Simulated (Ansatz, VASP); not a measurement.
ZnSe: VASP beside Ansatz

The input POSCAR:

```
ZnSe
1.0
    2.7815064700      2.7815064700      0.0000000000
   -2.7815064700      2.7815064700      0.0000000000
    0.0000000000      2.7815064700      2.7815064700
Zn Se
1 1
Direct
    0.0000000000      0.0000000000      0.0000000000
    0.7500000000      0.2500000000      0.5000000000
```

File INCAR.step1:

```
PREC = Accurate
ENCUT = 520
ISMEAR = 0
SIGMA = 0.01
LREAL = False
LASPH = True
NELM = 60
NBANDS = 16
GGA = PE
ALGO = Normal
EDIFF = 1E-4
LWAVE = True
LCHARG = False
```

The input INCAR.step2:

```
PREC = Accurate
ENCUT = 520
EDIFF = 1E-6
ISMEAR = 0
SIGMA = 0.01
LREAL = False
LASPH = True
NELM = 60
ALGO = Normal
ISIF = 2
LWAVE = False
LCHARG = False
METAGGA = R2SCAN
LMIXTAU = True
NBANDS = 16
ISTART = 1
```

File KPOINTS:

```
regular mesh
0
Gamma
  8 8 8
```

Input for Ansatz:

```yaml
crystal:
  lattice:
    - [2.78150647001, 2.78150647001, 0.0]
    - [-2.78150647001, 2.78150647001, 0.0]
    - [0.0, 2.78150647001, 2.78150647001]
  atoms:
    - { symbol: Zn, position: [0.0, 0.0, 0.0] }
    - { symbol: Se, position: [0.75, 0.25, 0.5] }
kpoints:
  mp_grid: { grid: [8, 8, 8] }
scf:
  occupations: { method: fixed }
  convergence: { dr2_threshold: 1.0e-10 }
hamiltonian:
  xc: r2scan
  pseudopotentials: { kind: paw }
output:
  forces: true
  stress: true
  eigenstates:
    kpoints:
      - [0.0, 0.0, 0.0]
      - [-0.5, -0.5, -0.5]
      - [-0.5, 0.5, 0.0]
      - [0.0, 0.0, -0.5]
      - [0.0, -0.5, -0.5]
      - [0.0, 0.5, 0.0]
      - [-0.5, 0.0, 0.0]
      - [-0.5, 0.0, -0.5]
  eigenvalues: true
```

Alike in both runs: task single point; functional r2SCAN; k mesh 8 × 8 × 8; no spin polarisation.

```csv
,VASP,Ansatz
version,VASP 6.6.1,Ansatz 0.2.0
potentials or method,"VASP PAW PBE potentials, release 64 (Zn, Se)","PAW with Ansatz's default frozen-core files, scalar-relativistic"
plane-wave cutoff (eV),520,500
occupations,"gaussian, width 0.01 eV",fixed
valence electrons in the cell,18,28
```

```csv
,VASP,Ansatz,Ansatz less VASP
gap on the k mesh at the Fermi level (eV),2.12,2.11,-0.008
pressure (GPa),4.2,4.0,-0.13
```

VASP's potentials were made for PBE, not for r2SCAN. VASP's potentials hold 18 valence electrons a cell and Ansatz's 28, so a difference there can come from the potentials and not from the codes.
